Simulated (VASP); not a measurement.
# Hg3Pt (Pm-3m) in VASP: further runs

Hg3Pt is run at these levels: LDA; tasks: relaxation of cell and atoms, single point.

Everything below comes from runs of VASP 6.6.1. Logs are shortened: lines on timing, memory, paths and dates and some standing lists are left out, and cuts for length are marked.

### 1 The cell of the first run

Symmetry: Pm-3m, No. 221, cubic system. The conventional cell has a = 4.344 Å, b = 4.344 Å, c = 4.344 Å, α = 90.00°, β = 90.00°, γ = 90.00°. Hg (site symmetry 4/mmm) has 8 Hg at 3.07 Å and 4 Pt at 3.07 Å within 4.0 Å. Within 4.0 Å of Pt (site symmetry m-3m) lie 12 Hg at 3.07 Å.

### 2 Relaxation of cell and atoms, LDA, target pressure 2 GPa, at which the enthalpy is minimised

INCAR

```
SYSTEM = Hg3Pt
PREC     = Accurate       ! precision mode
ENCUT    = 570            ! plane-wave cutoff, eV
EDIFF    = 1E-7           ! SCF threshold, eV
ISMEAR   = 1              ! smearing method
SIGMA    = 0.15           ! smearing width, eV
LREAL    = .False.        ! projectors in reciprocal space
LASPH    = .True.         ! aspherical terms in the spheres
NELM     = 120            ! most SCF steps
ALGO     = Normal         ! electronic algorithm
ISIF     = 3              ! what is computed and relaxed
LWAVE    = .False.        ! write WAVECAR
LCHARG   = .False.        ! write CHGCAR
GGA      = CA             ! functional
IBRION   = 2              ! ionic algorithm
NSW      = 80             ! ionic steps
EDIFFG   = -0.01          ! ionic threshold
PSTRESS  = 20.0         
GGA_COMPAT= .False.      
NELMIN   = 4
```

KPOINTS

```
regular mesh
0
Gamma
  5 5 5
  0 0 0
```

POSCAR

```
Hg3Pt
1.0
    4.3442210000      0.0000000000      0.0000000000
    0.0000000000      4.3442210000      0.0000000000
    0.0000000000      0.0000000000      4.3442210000
Hg Pt
3 1
Direct
    0.0000000000      0.5000000000      0.5000000000
    0.5000000000      0.0000000000      0.5000000000
    0.5000000000      0.5000000000      0.0000000000
    0.0000000000      0.0000000000      0.0000000000
```

Potentials or basis: VASP PAW LDA potentials, release 64 (Hg_sv_GW, Pt_sv_GW).

Command:

```sh
> cat potpaw_LDA.64/Hg_sv_GW/POTCAR potpaw_LDA.64/Pt_sv_GW/POTCAR > POTCAR
> mpirun -np 1 vasp_std > vasp.out
```

OUTCAR:

```text
SYSTEM = Hg3Pt
   PREC = Accurate
   ENCUT = 570
   EDIFF = 1E-7
   ISMEAR = 1
   LREAL = .False.
   LASPH = .True.
   NELM = 120
   ISIF = 3
   GGA = CA
   IBRION = 2
   NSW = 80
   EDIFFG = -0.01
   PSTRESS = 20.0
   NELMIN = 4

 ion  position               nearest neighbor table
   1  0.000  0.500  0.500-   2 3.07   3 3.07   4 3.07   3 3.07   4 3.07   2 3.07   4 3.07   4 3.07
                             2 3.07   3 3.07   3 3.07   2 3.07
   2  0.500  0.000  0.500-   1 3.07   3 3.07   4 3.07   3 3.07   4 3.07   1 3.07   3 3.07   3 3.07
                             1 3.07   4 3.07   4 3.07   1 3.07
   3  0.500  0.500  0.000-   1 3.07   2 3.07   4 3.07   1 3.07   2 3.07   2 3.07   4 3.07   2 3.07
                             1 3.07   4 3.07   1 3.07   4 3.07
   4  0.000  0.000  0.000-   1 3.07   2 3.07   3 3.07   1 3.07   2 3.07   1 3.07   3 3.07   1 3.07
                             2 3.07   3 3.07   2 3.07   3 3.07

  LATTYP: Found a simple cubic cell.
 ALAT       =     4.3442210000

  Lattice vectors:

 A1 = (   4.3442210000,   0.0000000000,   0.0000000000)
 A2 = (   0.0000000000,   4.3442210000,   0.0000000000)
 A3 = (   0.0000000000,   0.0000000000,   4.3442210000)

Analysis of symmetry for initial positions (statically):
=====================================================================
 Subroutine PRICEL returns:
 Original cell was already a primitive cell.

 Routine SETGRP: Setting up the symmetry group for a
 simple cubic supercell.

 Subroutine GETGRP returns: Found 48 space group operations
 (whereof 48 operations were pure point group operations)
 out of a pool of 48 trial point group operations.

The static configuration has the point symmetry O_h .

Analysis of symmetry for dynamics (positions and initial velocities):
=====================================================================
 Subroutine PRICEL returns:
 Original cell was already a primitive cell.

 Routine SETGRP: Setting up the symmetry group for a
 simple cubic supercell.

 Subroutine GETGRP returns: Found 48 space group operations
 (whereof 48 operations were pure point group operations)
 out of a pool of 48 trial point group operations.

The dynamic configuration has the point symmetry O_h .

 Subroutine INISYM returns: Found 48 space group operations
 (whereof 48 operations are pure point group operations),
 and found     1 'primitive' translations

----------------------------------------------------------------------------------------

                                     Primitive cell

  volume of cell :      81.9853

  direct lattice vectors                    reciprocal lattice vectors
     4.344221000  0.000000000  0.000000000     0.230190867  0.000000000  0.000000000
     0.000000000  4.344221000  0.000000000     0.000000000  0.230190867  0.000000000
     0.000000000  0.000000000  4.344221000     0.000000000  0.000000000  0.230190867

  length of vectors
     4.344221000  4.344221000  4.344221000     0.230190867  0.230190867  0.230190867

  position of ions in fractional coordinates (direct lattice)
     0.000000000  0.500000000  0.500000000
     0.500000000  0.000000000  0.500000000
     0.500000000  0.500000000  0.000000000
     0.000000000  0.000000000  0.000000000

  ion indices of the primitive-cell ions
   primitive index   ion index
                 1           1
                 2           2
                 3           3
                 4           4

----------------------------------------------------------------------------------------

 KPOINTS: regular mesh

Automatic generation of k-mesh.
 Grid dimensions read from file:
 generate k-points for:    5    5    5

 Generating k-lattice:

  Cartesian coordinates                     Fractional coordinates (reciprocal lattice)
     0.046038173  0.000000000  0.000000000     0.200000000  0.000000000  0.000000000
     0.000000000  0.046038173  0.000000000     0.000000000  0.200000000  0.000000000
     0.000000000  0.000000000  0.046038173     0.000000000  0.000000000  0.200000000

  Length of vectors
     0.046038173  0.046038173  0.046038173

  Shift w.r.t. Gamma in fractional coordinates (k-lattice)
     0.000000000  0.000000000  0.000000000

 Subroutine IBZKPT returns following result:
 ===========================================

 Found     10 irreducible k-points:

 Following reciprocal coordinates:
            Coordinates               Weight
  0.000000  0.000000  0.000000      1.000000
  0.200000  0.000000  0.000000      6.000000
  0.400000  0.000000  0.000000      6.000000
  0.200000  0.200000  0.000000     12.000000
  0.400000  0.200000  0.000000     24.000000
  0.400000  0.400000  0.000000     12.000000
  0.200000  0.200000  0.200000      8.000000
  0.400000  0.200000  0.200000     24.000000
  0.400000  0.400000  0.200000     24.000000
  0.400000  0.400000  0.400000      8.000000
   k-points           NKPTS =     10   k-points in BZ     NKDIM =     10   number of bands    NBANDS=     46
   number of dos      NEDOS =    301   number of ions     NIONS =      4
   total plane-waves  NPLWV =  46656
   dimension x,y,z NGX =    36 NGY =   36 NGZ =   36
   dimension x,y,z NGXF=    72 NGYF=   72 NGZF=   72
   ions per type =               3   1
   NGX,Y,Z   is equivalent  to a cutoff of  13.78, 13.78, 13.78 a.u.
   NGXF,Y,Z  is equivalent  to a cutoff of  27.55, 27.55, 27.55 a.u.
 SYSTEM =  Hg3Pt
   PREC   = accura    normal or accurate (medium, high low for compatibility)
   ISTART =      0    job   : 0-new  1-cont  2-samecut
   ICHARG =      2    charge: 1-file 2-atom 10-const
   ISPIN  =      1    spin polarized calculation?
   LNONCOLLINEAR =      F non collinear calculations
   LSORBIT =      F    spin-orbit coupling
   LASPH  =      T    aspherical Exc in radial PAW
   ENCUT  =  570.0 eV  41.89 Ry    6.47 a.u.   8.46  8.46  8.46*2*pi/ulx,y,z
   NELM   =    120;   NELMIN=  4; NELMDL= -5     # of ELM steps
   EDIFF  = 0.1E-06   stopping-criterion for ELM
   LREAL  =      F    real-space projection
   EDIFFG = -.1E-01   stopping-criterion for IOM
   NSW    =     80    number of steps for IOM
   IBRION =      2    ionic relax: 0-MD 1-quasi-New 2-CG
   NFREE  =      1    steps in history (QN), initial steepest desc. (CG)
   ISIF   =      3    stress and relaxation
   ISYM   =      2    0-nonsym 1-usesym 2-fastsym
   POTIM  = 0.5000    time-step for ionic-motion
   TEBEG  =    0.0;   TEEND  =   0.0 temperature during run
   PSTRESS=   20.0 pullay stress
   NELECT =      78.0000    total number of electrons
   NUPDOWN=      -1.0000    fix difference up-down
   EMIN   =  10.00;   EMAX   =-10.00  energy-range for DOS
   EFERMI =   0.00;   METHOD = LEGACY
   ISMEAR =     1;   SIGMA  =   0.15  broadening in eV -4-tet -1-fermi 0-gaus
   EFERMI_NEDOS =   21; number of points for ismear=-14 and -15
   IALGO  =     38    algorithm
   IMIX   =      4    mixing-type and parameters
     AMIX     =   0.40;   BMIX     =  1.00
     AMIX_MAG =   1.60;   BMIX_MAG =  1.00
  volume/ion in A,a.u.               =      20.50       138.32
  Fermi-wavevector in a.u.,A,eV,Ry     =   1.610131  3.042706 35.273386  2.592521
  Thomas-Fermi vector in A             =   2.705730
   LORBIT       =      0    0 simple, 1 ext, 2 COOP (PROOUT), +10 PAW based schemes
   GGA     = CA    functional components
   LHFCALC =     F    Hartree Fock is set to
   AEXX    =    0.0000 exact exchange contribution
   IVDW    =     0    specifies the selected vdW correction
   LEPSILON=     F    determine dielectric tensor
   LRPA    =     F    only Hartree local field effects (RPA)
 conjugate gradient relaxation of ions
 non-spin polarized calculation
 Methfessel and Paxton  Order N= 1 SIGMA  =   0.15
  energy-cutoff  :      570.00
  volume of cell :       81.99
 maximum number of plane-waves:      2550
 NGX is ok and might be reduce to    36
   NGX = 17   NGY = 17   NGZ = 17

--------------------------------------- Ionic step        1  -------------------------------------------

 number of electron      77.9999973 magnetization

 Free energy of the ion-electron system (eV)
  ---------------------------------------------------
  ext. energy  EPLUGINS =         0.00000000
  ---------------------------------------------------
  free energy    TOTEN  =        -9.64582722 eV

  energy without entropy =       -9.64112571  energy(sigma->0) =       -9.64426005

------------------------ aborting loop because EDIFF is reached ----------------------------------------

  FORCE on cell =-STRESS in cart. coord.  units (eV):
  Direction    XX          YY          ZZ          XY          YZ          ZX
  --------------------------------------------------------------------------------------
  -------------------------------------------------------------------------------------
  Total       -5.4964151     -5.4964151     -5.4964151      0.0000000     -0.0000000      0.0000000
  in kB     -107.4123888   -107.4123888   -107.4123888      0.0000000     -0.0000000      0.0000000
  external PRESSURE =    -127.4123888 kB  Pullay stress =      20.0000000 kB

 VOLUME and BASIS-vectors are now :
 -----------------------------------------------------------------------------
  energy-cutoff  :      570.00
  volume of cell :       81.99
      direct lattice vectors                 reciprocal lattice vectors
     4.344221000  0.000000000  0.000000000     0.230190867  0.000000000  0.000000000
     0.000000000  4.344221000  0.000000000     0.000000000  0.230190867  0.000000000
     0.000000000  0.000000000  4.344221000     0.000000000  0.000000000  0.230190867
[... 10 lines left out ...]
  FREE ENERGIE OF THE ION-ELECTRON SYSTEM (eV)
  ---------------------------------------------------
  free  energy   TOTEN  =        -9.6458272214 eV

  energy  without entropy=       -9.6411257055  energy(sigma->0) =       -9.64426005

  enthalpy is  TOTEN    =        -8.6224042866 eV   P V=        1.0234229348

--------------------------------------- Ionic step        2  -------------------------------------------

 number of electron      78.0000011 magnetization

 E-fermi :  11.1099     XC(G=0): -14.0912

 val. band max:       10.7686970065   @ k =   0.2000   0.2000   0.2000
 cond. band min:      11.1488488606   @ k =   0.4000   0.2000   0.0000
 fundamental gap:      0.3801518542
 Fermi energy:        11.1099107417

 k-point     1 :       0.0000    0.0000    0.0000
  band No.  band energies     occupation
      1    -104.7580      2.00000
      2    -104.7474      2.00000
      3    -104.7474      2.00000
      4     -87.1222      2.00000
      5     -53.4799      2.00000
      6     -53.4799      2.00000
[... 670 lines left out ...]
  FREE ENERGIE OF THE ION-ELECTRON SYSTEM (eV)
  ---------------------------------------------------
  free  energy   TOTEN  =        -9.9630978410 eV

  energy  without entropy=       -9.9619490144  energy(sigma->0) =       -9.96271490

  enthalpy is  TOTEN    =        -9.0557515352 eV   P V=        0.9073463057

--------------------------------------- Ionic step        7  -------------------------------------------

 number of electron      78.0000020 magnetization

 Free energy of the ion-electron system (eV)
  ---------------------------------------------------
  ext. energy  EPLUGINS =         0.00000000
  ---------------------------------------------------
  free energy    TOTEN  =        -9.96114815 eV

  energy without entropy =       -9.95992515  energy(sigma->0) =       -9.96074049

 E-fermi :   8.9023     XC(G=0): -13.3037

 val. band max:        8.7027834312   @ k =   0.4000   0.4000   0.2000
 cond. band min:       8.9492931940   @ k =   0.4000   0.2000   0.0000
 fundamental gap:      0.2465097629
 Fermi energy:         8.9023176188

 k-point     1 :       0.0000    0.0000    0.0000
  band No.  band energies     occupation
      1    -106.3291      2.00000
      2    -106.3238      2.00000
      3    -106.3238      2.00000
      4     -88.8193      2.00000
      5     -55.0059      2.00000
      6     -55.0059      2.00000
[... 501 lines left out ...]
 POSITION                                       TOTAL-FORCE (eV/Angst)
 -----------------------------------------------------------------------------------
      0.00000      2.08504      2.08504         0.000000     -0.000000      0.000000
      2.08504     -0.00000      2.08504         0.000000     -0.000000      0.000000
      2.08504      2.08504     -0.00000        -0.000000      0.000000      0.000000
      0.00000      0.00000     -0.00000        -0.000000      0.000000      0.000000
 -----------------------------------------------------------------------------------
    total drift:                                0.000000      0.000000      0.000000

  FREE ENERGIE OF THE ION-ELECTRON SYSTEM (eV)
  ---------------------------------------------------
  free  energy   TOTEN  =        -9.9611481548 eV

  energy  without entropy=       -9.9599251513  energy(sigma->0) =       -9.96074049

  enthalpy is  TOTEN    =        -9.0559356002 eV   P V=        0.9052125545

 reached required accuracy - stopping structural energy minimisation
```

It took 2.2 min on 1 thread of AMD EPYC 9R45 (Zen 5), shared host; peak memory 0.18 GiB.

What came out:

```yaml
Free_energy: -9.9611 eV
Relaxed_volume: 18.13 Å³/atom
Relaxed_cell: a = 4.170 Å, b = 4.170 Å, c = 4.170 Å, α = 90.00°, β = 90.00°, γ = 90.00°
Space_group_after_relaxing_to_0.1_Å: Pm-3m (No. 221)
Energy_change_on_relaxing_the_run_minimises_the_enthalpy: -78.8 meV/atom
Ionic_steps: 7
Pressure_after_relaxing: 2.0 GPa
Band_gap_on_the_k_mesh: zero (bands 39 and 40 overlap by 2.64 eV)
```

The path:
```tsv
step	energy change (eV)	largest force (eV/Å)	pressure (GPa)	volume (Å³)
1	0.0000	0.0000	-10.74	81.99
2	0.3796	0.0000	27.78	64.13
3	-0.3178	0.0000	1.54	72.74
4	-0.3159	0.0000	1.91	72.56
5	-0.3135	0.0000	2.29	72.38
6	-0.3173	0.0000	1.65	72.69
7	-0.3153	0.0000	2.01	72.52
```

Final structure:
```cif
data_structure
_symmetry_space_group_name_H-M 'P 1'
_symmetry_Int_Tables_number 1
_cell_length_a 4.1701
_cell_length_b 4.1701
_cell_length_c 4.1701
_cell_angle_alpha 90.000
_cell_angle_beta 90.000
_cell_angle_gamma 90.000
_cell_volume 72.52
loop_
_atom_site_label
_atom_site_type_symbol
_atom_site_fract_x
_atom_site_fract_y
_atom_site_fract_z
_atom_site_occupancy
Hg1 Hg 0.00000 0.50000 0.50000 1
Hg2 Hg 0.50000 0.00000 0.50000 1
Hg3 Hg 0.50000 0.50000 0.00000 1
Pt1 Pt 0.00000 0.00000 0.00000 1
```

Levels at points of the mesh, in eV from the Fermi level:
```tsv
k point	band 35	band 36	band 37	band 38	band 39	band 40	band 41	band 42	band 43	band 44
(0.00, 0.00, 0.00)	-1.74	-1.74	-1.74	-0.61	-0.61	-0.61	2.72	2.72	3.88	7.70
```

Caveat: the cell is relaxed towards a set pressure, so the run minimises the enthalpy, not the energy; spin-orbit coupling is left out, which moves the levels of the heavy elements.

### 3 Single point, LDA

This run uses another cell than the first one, of 18.61 Å³/atom.

INCAR

```
SYSTEM = Hg3Pt
PREC = Accurate
ENCUT = 570
EDIFF = 1E-6
ISMEAR = 1
SIGMA = 0.15
LREAL = .False.
LASPH = .True.
NELM = 120
ALGO = Normal
ISIF = 2
LWAVE = .False.
LCHARG = .False.
NBANDS = 47
GGA_COMPAT = .False.
```

KPOINTS

```
Automatic mesh
0
Gamma
  5 5 5
  0 0 0
```

POSCAR

```
Hg3Pt
1.0
    4.2063628299      0.0000000000      0.0000000000
    0.0000000000      4.2063628299      0.0000000000
    0.0000000000      0.0000000000      4.2063628299
Hg Pt
3 1
Direct
    0.0000000000      0.5000000000      0.5000000000
    0.5000000000      0.0000000000      0.5000000000
    0.5000000000      0.5000000000      0.0000000000
    0.0000000000      0.0000000000      0.0000000000
```

Potentials or basis: VASP PAW LDA potentials, release 64 (Hg_sv_GW, Pt_sv_GW).

Command:

```sh
> cat potpaw_LDA.64/Hg_sv_GW/POTCAR potpaw_LDA.64/Pt_sv_GW/POTCAR > POTCAR
> mpirun -np 1 vasp_std > vasp.out
```

Run time: 22 s. Hardware: 1 thread of Intel Xeon 6975P-C (Granite Rapids), shared host; peak memory 0.19 GiB.

It converged, with:

| Property | Result |
| --- | --- |
| Free energy | -9.9472 eV |
| Pressure | -1.8 GPa |
| Band gap on the k mesh | zero (bands 39 and 40 overlap by 2.49 eV) |

Levels at points of the mesh, in eV from the Fermi level:
| k point | band 36 | band 37 | band 38 | band 39 | band 40 | band 41 | band 42 | band 43 |
| --- | --- | --- | --- | --- | --- | --- | --- | --- |
| (0.00, 0.00, 0.00) | -1.68 | -1.68 | -0.49 | -0.49 | -0.49 | 2.59 | 2.59 | 3.75 |

Caveat: spin-orbit coupling is left out, which moves the levels of the heavy elements.

### 4 Single point, LDA

This run uses another cell than the first one, of 18.33 Å³/atom.

INCAR

```
PREC     = Accurate       # precision mode
ENCUT    = 570            # plane-wave cutoff, eV
EDIFF    = 1E-6           # SCF threshold, eV
ISMEAR   = 1              # smearing method
SIGMA    = 0.15           # smearing width, eV
LREAL    = F              # projectors in reciprocal space
LASPH    = T              # aspherical terms in the spheres
NELM     = 120            # most SCF steps
ALGO     = Normal         # electronic algorithm
ISIF     = 2              # what is computed and relaxed
LWAVE    = F              # write WAVECAR
LCHARG   = F              # write CHGCAR
GGA      = CA             # functional
NBANDS   = 47             # bands
GGA_COMPAT= F
```

KPOINTS

```
regular mesh
0
Gamma
  5 5 5
```

POSCAR

```
Hg3Pt
1.0
    4.1852474221      0.0000000000      0.0000000000
    0.0000000000      4.1852474221      0.0000000000
    0.0000000000      0.0000000000      4.1852474221
Hg Pt
3 1
Direct
    0.0000000000      0.5000000000      0.5000000000
    0.5000000000      0.0000000000      0.5000000000
    0.5000000000      0.5000000000      0.0000000000
    0.0000000000      0.0000000000      0.0000000000
```

Command:

```sh
> cat potpaw_LDA.64/Hg_sv_GW/POTCAR potpaw_LDA.64/Pt_sv_GW/POTCAR > POTCAR
> mpirun -np 1 vasp_std > vasp.out
```

Wall time 56 s (1 thread of Intel Xeon 6975P-C (Granite Rapids), shared host); peak memory 0.19 GiB.

The run converged. Its results:

| Quantity | Value |
| --- | --- |
| Free energy | -9.9493 eV |
| Pressure | 0.2 GPa |
| Band gap on the k mesh | zero (bands 39 and 40 overlap by 2.57 eV) |

Levels at points of the mesh, in eV from the Fermi level:
```csv
k point,band 37,band 38,band 39,band 40,band 41,band 42
"(0.00, 0.00, 0.00)",-1.71,-0.56,-0.56,-0.56,2.67,2.67
```

Caveat: spin-orbit coupling is left out, which moves the levels of the heavy elements.

### 5 Overview

| task | cell | gap on the mesh (eV) | pressure (GPa) |
| --- | --- | --- | --- |
| relaxation of cell and atoms | relaxed to 2 GPa from a = 4.344 Å, 4 atoms | none | 2.0 |
| single point | a = 4.206 Å, 4 atoms | none | -1.8 |
| single point | a = 4.185 Å, 4 atoms | none | 0.2 |

Alike in all rows: level LDA; potentials or basis VASP PAW LDA potentials, release 64 (Hg_sv_GW, Pt_sv_GW); no spin polarisation; k mesh 5 × 5 × 5; cutoff (eV) 570; smearing methfessel-paxton 0.15 eV.

Caveats: spin-orbit coupling is left out, which moves the levels of the heavy elements; the cell is relaxed towards a set pressure, so the run minimises the enthalpy, not the energy (at least some runs).

Absolute energies hang on the potentials; compare differences alone.

The gap in the log of VASP goes by the Fermi energy; the results here count the filled bands.